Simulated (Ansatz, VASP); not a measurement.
Two plane-wave programs on PtS2

Contents of INCAR:

```
SYSTEM = PtS2
  ALGO = Normal
  DIPOL = 0.5 0.5 0.390
  EDIFF = 1E-6
  ENCUT = 520
  GGA = PE
  IDIPOL = 3
  ISIF = 2
  ISMEAR = 0
  IVDW = 12
  LASPH = .True.
  LCHARG = .False.
  LDIPOL = .True.
  LREAL = .False.
  LWAVE = .False.
  NBANDS = 31
  NELM = 80
  PREC = Accurate
  SIGMA = 0.05
```

The input KPOINTS:

```
k-points
0
Gamma
  9 9 1
  0 0 0
```

POSCAR

```
PtS2
1.0
    3.5415278079      0.0000000000      0.0000000000
   -1.7707639039      3.0670530498      0.0000000000
    0.0000000000      0.0000000000     22.4670615492
S Pt
4 2
Direct
    0.6666666667      0.3333333333      0.2002932155
    0.3333333333      0.6666666667      0.3108341854
    0.5000000000      1.0000000000      0.4683981816
    0.8333333333      0.6666666667      0.5789391515
    0.0000000000      0.0000000000      0.2555637004
    1.1666666667      1.3333333333      0.5236686665
```

Input for Ansatz:

```yaml
crystal:
  lattice:
    - [3.5415278079, 0.0, 0.0]
    - [-1.7707639039, 3.0670530498, 0.0]
    - [0.0, 0.0, 22.4670615492]
  atoms:
    - { symbol: S, position: [0.6666666667, 0.3333333333, 0.2002932155] }
    - { symbol: Pt, position: [0.0, 0.0, 0.2555637004] }
    - { symbol: S, position: [0.3333333333, 0.6666666667, 0.3108341854] }
    - { symbol: S, position: [0.5, 1.0, 0.4683981816] }
    - { symbol: Pt, position: [1.1666666667, 1.3333333333, 0.5236686665] }
    - { symbol: S, position: [0.8333333333, 0.6666666667, 0.5789391515] }
basis:
  ecutwfc: 420
kpoints:
  mp_grid: { grid: [9, 9, 1] }
hamiltonian:
  xc: pbe
  pseudopotentials: { kind: paw, azcp: { folder: soft_1 } }
  dispersion: d3bj
scf:
  occupations: { method: gaussian, width: 0.05 }
output:
  forces: true
  eigenvalues: true
efield:
  axis: 3
  dipole_correction: true
  ramp_width: 0.04
```

Alike in both runs: task single point; functional PBE; dispersion D3(BJ); k mesh 9 × 9 × 1; occupations gaussian, width 0.05 eV; no spin polarisation.

```csv
,VASP,Ansatz
version,VASP 6.6.1,Ansatz 0.2.0
potentials or method,"VASP PAW PBE potentials, release 64 (S, Pt), cutoff 520 eV","scalar-relativistic, plane waves, PAW"
valence electrons in the cell,44,60
```

```csv
,VASP,Ansatz,Ansatz less VASP
gap on the k mesh at the Fermi level (eV),1.47,1.46,-0.006
least direct gap on the mesh (eV),1.57,1.57,-0.007
rms of the force components (eV/Å),0.027,0.025,-0.0021
```

VASP's potentials hold 44 valence electrons a cell and Ansatz's 60, so a difference there can come from the potentials and not from the codes.

Spin-orbit coupling is off throughout.
